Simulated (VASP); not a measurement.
# ZnS (P6_3mc) in VASP: further runs

ZnS is run at these levels: PBEsol; tasks: single point.

Program: VASP 6.6.1. These are calculated values, not measurements. Logs are shortened: lines on timing, memory, paths and dates and some standing lists are left out, and cuts for length are marked.

## (1) The cell of the first run

Symmetry: P6_3mc, No. 186, hexagonal system. Conventional cell: a = 3.410 Å, b = 3.410 Å, c = 6.717 Å, α = 90.00°, β = 90.00°, γ = 120.00°. Within 2.8 Å of Zn (site symmetry 3m) lie 4 S at 2.14 to 2.51 Å. Within 2.8 Å of S (site symmetry 3m) lie 4 Zn at 2.14 to 2.51 Å.

## (2) Single point, PBEsol (volume 16.915 Å^3 an atom, c/a of the conventional cell 1.9696)

Contents of INCAR:

```
PREC     = Accurate       # precision mode
ENCUT    = 520            # plane-wave cutoff, eV
EDIFF    = 1E-6           # SCF threshold, eV
ISMEAR   = 0              # smearing method
SIGMA    = 0.05           # smearing width, eV
LREAL    = F              # projectors in reciprocal space
LASPH    = T              # aspherical terms in the spheres
NELM     = 60             # most SCF steps
ALGO     = Normal         # electronic algorithm
ISIF     = 2              # what is computed and relaxed
LWAVE    = F              # write WAVECAR
LCHARG   = F              # write CHGCAR
GGA      = PS             # functional
NBANDS   = 26             # bands
```

Contents of KPOINTS:

```
regular mesh
0
Gamma
  9 9 6
```

Contents of POSCAR:

```
ZnS
1.0
    3.4104192844      0.0000000000      0.0000000000
   -1.7052096422      2.9535097379      0.0000000000
    0.0000000000      0.0000000000      6.7171618226
Zn S
2 2
Direct
    0.3333333333      0.6666666667      0.0054424479
    0.6666666667      0.3333333333      0.5054424479
    0.3333333333      0.6666666667      0.3795575521
    0.6666666667      0.3333333333      0.8795575521
```

Potentials or basis: VASP PAW PBE potentials, release 64 (Zn, S).

On the command line:

```bash
cat potpaw_PBE.64/Zn/POTCAR potpaw_PBE.64/S/POTCAR > POTCAR
mpirun -np 1 vasp_std > vasp.out
```

OUTCAR:

```text
PREC = Accurate
   ENCUT = 520
   EDIFF = 1E-6
   ISMEAR = 0
   LREAL = F
   LASPH = T
   NELM = 60
   ISIF = 2
   GGA = PS

 ion  position               nearest neighbor table
   1  0.333  0.667  0.005-   4 2.14   4 2.14   4 2.14   3 2.51
   2  0.667  0.333  0.505-   3 2.14   3 2.14   3 2.14   4 2.51
   3  0.333  0.667  0.380-   2 2.14   2 2.14   2 2.14   1 2.51
   4  0.667  0.333  0.880-   1 2.14   1 2.14   1 2.14   2 2.51

  LATTYP: Found a hexagonal cell.
 ALAT       =     3.4104192844
 C/A-ratio  =     1.9696000000

  Lattice vectors:

 A1 = (   3.4104192844,   0.0000000000,   0.0000000000)
 A2 = (  -1.7052096422,   2.9535097379,   0.0000000000)
 A3 = (   0.0000000000,   0.0000000000,   6.7171618226)

Analysis of symmetry for initial positions (statically):
=====================================================================
 Subroutine PRICEL returns:
 Original cell was already a primitive cell.

 Routine SETGRP: Setting up the symmetry group for a
 hexagonal supercell.

 Subroutine GETGRP returns: Found 12 space group operations
 (whereof  6 operations were pure point group operations)
 out of a pool of 24 trial point group operations.

The static configuration has the point symmetry C_3v.
 The point group associated with its full space group is C_6v.

Analysis of symmetry for dynamics (positions and initial velocities):
=====================================================================
 Subroutine PRICEL returns:
 Original cell was already a primitive cell.

 Routine SETGRP: Setting up the symmetry group for a
 hexagonal supercell.

 Subroutine GETGRP returns: Found 12 space group operations
 (whereof  6 operations were pure point group operations)
 out of a pool of 24 trial point group operations.

The dynamic configuration has the point symmetry C_3v.
 The point group associated with its full space group is C_6v.

 Subroutine INISYM returns: Found 12 space group operations
 (whereof  6 operations are pure point group operations),
 and found     1 'primitive' translations

----------------------------------------------------------------------------------------

                                     Primitive cell

  volume of cell :      67.6600

  direct lattice vectors                    reciprocal lattice vectors
     3.410419284  0.000000000  0.000000000     0.293219079  0.169290114  0.000000000
    -1.705209642  2.953509738  0.000000000     0.000000000  0.338580228  0.000000000
     0.000000000  0.000000000  6.717161823     0.000000000  0.000000000  0.148872400

  length of vectors
     3.410419284  3.410419284  6.717161823     0.338580228  0.338580228  0.148872400

  position of ions in fractional coordinates (direct lattice)
     0.333333333  0.666666667  0.005442448
     0.666666667  0.333333333  0.505442448
     0.333333333  0.666666667  0.379557552
     0.666666667  0.333333333  0.879557552

  ion indices of the primitive-cell ions
   primitive index   ion index
                 1           1
                 2           2
                 3           3
                 4           4

----------------------------------------------------------------------------------------

 KPOINTS: regular mesh

Automatic generation of k-mesh.
 Grid dimensions read from file:
 generate k-points for:    9    9    6

 Generating k-lattice:

  Cartesian coordinates                     Fractional coordinates (reciprocal lattice)
     0.032579898  0.018810013  0.000000000     0.111111111  0.000000000  0.000000000
     0.000000000  0.037620025  0.000000000     0.000000000  0.111111111  0.000000000
     0.000000000  0.000000000  0.024812067     0.000000000  0.000000000  0.166666667

  Length of vectors
     0.037620025  0.037620025  0.024812067

  Shift w.r.t. Gamma in fractional coordinates (k-lattice)
     0.000000000  0.000000000  0.000000000

 Subroutine IBZKPT returns following result:
 ===========================================

 Found     48 irreducible k-points:

 Following reciprocal coordinates:
            Coordinates               Weight
  0.000000  0.000000  0.000000      1.000000
  0.111111  0.000000  0.000000      6.000000
  0.222222  0.000000  0.000000      6.000000
  0.333333 -0.000000  0.000000      6.000000
  0.444444  0.000000  0.000000      6.000000
  0.111111  0.111111  0.000000      6.000000
[... 16 lines left out ...]
  0.333333  0.222222  0.166667     24.000000
  0.333333  0.333333  0.166667      4.000000
 [... further k-points ...]
   k-points           NKPTS =     48   k-points in BZ     NKDIM =     48   number of bands    NBANDS=     26
   number of dos      NEDOS =    301   number of ions     NIONS =      4
   total plane-waves  NPLWV =  39200
   dimension x,y,z NGX =    28 NGY =   28 NGZ =   50
   dimension x,y,z NGXF=    56 NGYF=   56 NGZF=  100
   ions per type =               2   2
   NGX,Y,Z   is equivalent  to a cutoff of  13.65, 13.65, 12.37 a.u.
   NGXF,Y,Z  is equivalent  to a cutoff of  27.30, 27.30, 24.75 a.u.
 SYSTEM =  unknown system
   PREC   = accura    normal or accurate (medium, high low for compatibility)
   ISTART =      0    job   : 0-new  1-cont  2-samecut
   ICHARG =      2    charge: 1-file 2-atom 10-const
   ISPIN  =      1    spin polarized calculation?
   LNONCOLLINEAR =      F non collinear calculations
   LSORBIT =      F    spin-orbit coupling
   LASPH  =      T    aspherical Exc in radial PAW
   ENCUT  =  520.0 eV  38.22 Ry    6.18 a.u.   6.34  6.34 12.49*2*pi/ulx,y,z
   NELM   =     60;   NELMIN=  2; NELMDL= -5     # of ELM steps
   EDIFF  = 0.1E-05   stopping-criterion for ELM
   LREAL  =      F    real-space projection
   EDIFFG = 0.1E-04   stopping-criterion for IOM
   NSW    =      0    number of steps for IOM
   IBRION =     -1    ionic relax: 0-MD 1-quasi-New 2-CG
   NFREE  =      0    steps in history (QN), initial steepest desc. (CG)
   ISIF   =      2    stress and relaxation
   ISYM   =      2    0-nonsym 1-usesym 2-fastsym
   POTIM  = 0.5000    time-step for ionic-motion
   TEBEG  =    0.0;   TEEND  =   0.0 temperature during run
   PSTRESS=    0.0 pullay stress
   NELECT =      36.0000    total number of electrons
   NUPDOWN=      -1.0000    fix difference up-down
   EMIN   =  10.00;   EMAX   =-10.00  energy-range for DOS
   EFERMI =   0.00;   METHOD = LEGACY
   ISMEAR =     0;   SIGMA  =   0.05  broadening in eV -4-tet -1-fermi 0-gaus
   EFERMI_NEDOS =   21; number of points for ismear=-14 and -15
   IALGO  =     38    algorithm
   IMIX   =      4    mixing-type and parameters
     AMIX     =   0.40;   BMIX     =  1.00
     AMIX_MAG =   1.60;   BMIX_MAG =  1.00
  volume/ion in A,a.u.               =      16.92       114.15
  Fermi-wavevector in a.u.,A,eV,Ry     =   1.326575  2.506862 23.943534  1.759800
  Thomas-Fermi vector in A             =   2.455951
   LORBIT       =      0    0 simple, 1 ext, 2 COOP (PROOUT), +10 PAW based schemes
   GGA     = PS    functional components
   LHFCALC =     F    Hartree Fock is set to
   AEXX    =    0.0000 exact exchange contribution
   IVDW    =     0    specifies the selected vdW correction
   LEPSILON=     F    determine dielectric tensor
   LRPA    =     F    only Hartree local field effects (RPA)
 non-spin polarized calculation
 Gauss-broadening in eV      SIGMA  =   0.05
  energy-cutoff  :      520.00
  volume of cell :       67.66
 maximum number of plane-waves:      1834
 NGX is ok and might be reduce to    28
   NGX = 13   NGY = 13   NGZ = 25

 number of electron      35.9999978 magnetization

 Free energy of the ion-electron system (eV)
  ---------------------------------------------------
  ext. energy  EPLUGINS =         0.00000000
  ---------------------------------------------------
  free energy    TOTEN  =       -13.87771741 eV

  energy without entropy =      -13.87771741  energy(sigma->0) =      -13.87771741

 E-fermi :   4.2987     XC(G=0): -10.5763

 val. band max:        4.0306133661   @ k =   0.0000   0.0000   0.0000
 cond. band min:       5.2443526391   @ k =   0.0000   0.0000   0.0000
 fundamental gap:      1.2137392730
 Fermi energy:         4.2987371001

 k-point     1 :       0.0000    0.0000    0.0000
  band No.  band energies     occupation
      1     -10.8686      2.00000
      2     -10.1128      2.00000
      3      -3.6581      2.00000
      4      -3.6581      2.00000
      5      -3.6059      2.00000
      6      -3.6059      2.00000
[... 18 lines left out ...]
     25      11.6931      0.00000
     26      12.0737      0.00000

 k-point     2 :       0.1111    0.0000    0.0000
  band No.  band energies     occupation
      1     -10.7371      2.00000
      2     -10.0064      2.00000
      3      -3.6900      2.00000
      4      -3.6290      2.00000
      5      -3.6145      2.00000
      6      -3.5706      2.00000
[... 18 lines left out ...]
     25      11.8276      0.00000
     26      12.1978      0.00000

 k-point     3 :       0.2222    0.0000    0.0000
  band No.  band energies     occupation
      1     -10.3720      2.00000
      2      -9.7226      2.00000
      3      -3.7643      2.00000
      4      -3.6273      2.00000
      5      -3.5613      2.00000
      6      -3.4811      2.00000
[... 18 lines left out ...]
     25      12.0733      0.00000
     26      12.9246      0.00000

 k-point     4 :       0.3333   -0.0000    0.0000
  band No.  band energies     occupation
      1      -9.8759      2.00000
      2      -9.3768      2.00000
      3      -3.8118      2.00000
      4      -3.6390      2.00000
      5      -3.5008      2.00000
      6      -3.3828      2.00000
[... 18 lines left out ...]
     25      12.8870      0.00000
     26      15.0050      0.00000
[... 496 lines left out ...]
      1      -9.6052      2.00000
      2      -9.2568      2.00000
      3      -3.6543      2.00000
      4      -3.6359      2.00000
      5      -3.4049      2.00000
      6      -3.3781      2.00000
[... 18 lines left out ...]
     25      12.5754      0.00000
     26      12.9543      0.00000

 k-point    23 :       0.3333    0.2222    0.1667
  band No.  band energies     occupation
      1      -9.2701      2.00000
      2      -9.0961      2.00000
      3      -3.6780      2.00000
      4      -3.4914      2.00000
      5      -3.3321      2.00000
      6      -3.2533      2.00000
[... 18 lines left out ...]
     25      12.6995      0.00000
     26      13.2795      0.00000

 k-point    24 :       0.3333    0.3333    0.1667
  band No.  band energies     occupation
      1      -9.0981      2.00000
      2      -9.0981      2.00000
      3      -3.6817      2.00000
      4      -3.4418      2.00000
      5      -3.2000      2.00000
      6      -3.2000      2.00000
[... 18 lines left out ...]
     25      13.6717      0.00000
     26      13.7131      0.00000

 [... further k-points ...]
[... 5 lines left out ...]
  --------------------------------------------------------------------------------------
  -------------------------------------------------------------------------------------
  Total       12.6401773     12.6401773     -1.5637664      0.0000000      0.0000000      0.0000000
  in kB      299.3172552    299.3172552    -37.0297222      0.0000000      0.0000000      0.0000000
  external PRESSURE =     187.2015961 kB  Pullay stress =       0.0000000 kB

 VOLUME and BASIS-vectors are now :
 -----------------------------------------------------------------------------
  energy-cutoff  :      520.00
  volume of cell :       67.66
      direct lattice vectors                 reciprocal lattice vectors
     3.410419284  0.000000000  0.000000000     0.293219079  0.169290114  0.000000000
    -1.705209642  2.953509738  0.000000000     0.000000000  0.338580228  0.000000000
     0.000000000  0.000000000  6.717161823     0.000000000  0.000000000  0.148872400

 POSITION                                       TOTAL-FORCE (eV/Angst)
 -----------------------------------------------------------------------------------
     -0.00000      1.96901      0.03656         0.000000      0.000000      1.610690
      1.70521      0.98450      3.39514        -0.000000      0.000000      1.610690
     -0.00000      1.96901      2.54955        -0.000000      0.000000     -1.610690
      1.70521      0.98450      5.90813        -0.000000      0.000000     -1.610690
 -----------------------------------------------------------------------------------
    total drift:                               -0.000000     -0.000000      0.000887

  FREE ENERGIE OF THE ION-ELECTRON SYSTEM (eV)
  ---------------------------------------------------
  free  energy   TOTEN  =       -13.8777174143 eV

  energy  without entropy=      -13.8777174143  energy(sigma->0) =      -13.87771741
```

Wall time 81 s (1 thread of Intel Xeon 6975P-C, shared host); peak memory 0.22 GiB.

What came out:

```
Free energy            : -13.8777 eV
Pressure               : 18.7 GPa
Largest force          : 1.611 eV/Å
Band gap on the k mesh : 1.21 eV, direct
```

Forces on the atoms (eV/Å):
```
Zn   0.000  0.000  1.611
Zn   0.000  0.000  1.611
S    0.000  0.000 -1.611
S    0.000  0.000 -1.611
```

Stress tensor (GPa, compression positive):
```
29.93  0.00  0.00
 0.00 29.93  0.00
 0.00  0.00 -3.70
```

Levels at points of the mesh, in eV from the valence-band top:
```tsv
k point	band 14	band 15	band 16	band 17	band 18	band 19	band 20	band 21	band 22	band 23
(0.00, 0.00, 0.00)	-1.35	-0.60	-0.60	0.00	0.00	1.21	4.44	5.38	6.72	6.72
(0.00, 0.00, 0.50)	-4.40	-0.31	-0.31	-0.31	-0.31	4.39	4.39	5.49	5.49	7.09
```

Caveat: the PAW data sets were made with another functional, which shifts forces and pressure a little. A k mesh can miss the band edges.

(Continued in part 2 of 2.)
